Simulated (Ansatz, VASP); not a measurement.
# Two plane-wave programs on Al7InAs8

```
In Al As
1.0
     5.72384   -5.72384    0.00000
     5.72384    0.00000    5.72384
     0.00000   -5.72384    5.72384
In Al As
1 7 8
Direct
  0.50000 0.00000 0.00000
  0.50043 0.00043 0.49957
  0.50043 0.49957 0.00043
  0.50043 0.49957 0.49957
  0.99957 0.00043 0.00043
  0.99957 0.00043 0.49957
  0.99957 0.49957 0.00043
  0.00000 0.50000 0.50000
  0.36971 0.39088 0.86971
  0.37496 0.37501 0.37501
  0.36971 0.86971 0.86971
  0.36971 0.86971 0.39088
  0.87501 0.37501 0.87496
  0.87501 0.37501 0.37501
  0.89088 0.86971 0.86971
  0.87501 0.87496 0.37501
```

Alike in both runs: task single point; functional HSE06; k mesh 2 × 2 × 2; no spin polarisation.

```csv
,VASP,Ansatz
version,VASP 6.6.1,Ansatz 0.2.0
potentials or method,"VASP PAW PBE potentials, release 64 (In_d, Al, As), cutoff 520 eV","scalar-relativistic, plane waves, PAW"
occupations,"gaussian, width 0.01 eV",fixed
valence electrons in the cell,74,154
```

|  | VASP | Ansatz | Ansatz less VASP |
| --- | --- | --- | --- |
| gap on the k mesh at the Fermi level (eV) | 2.08 | 2.07 | -0.009 |
| least direct gap on the mesh (eV) | 2.08 | 2.07 | -0.009 |

VASP's potentials hold 74 valence electrons a cell and Ansatz's 154, so a difference there can come from the potentials and not from the codes.

The k mesh is coarse, so the values compare programs but aren't converged.
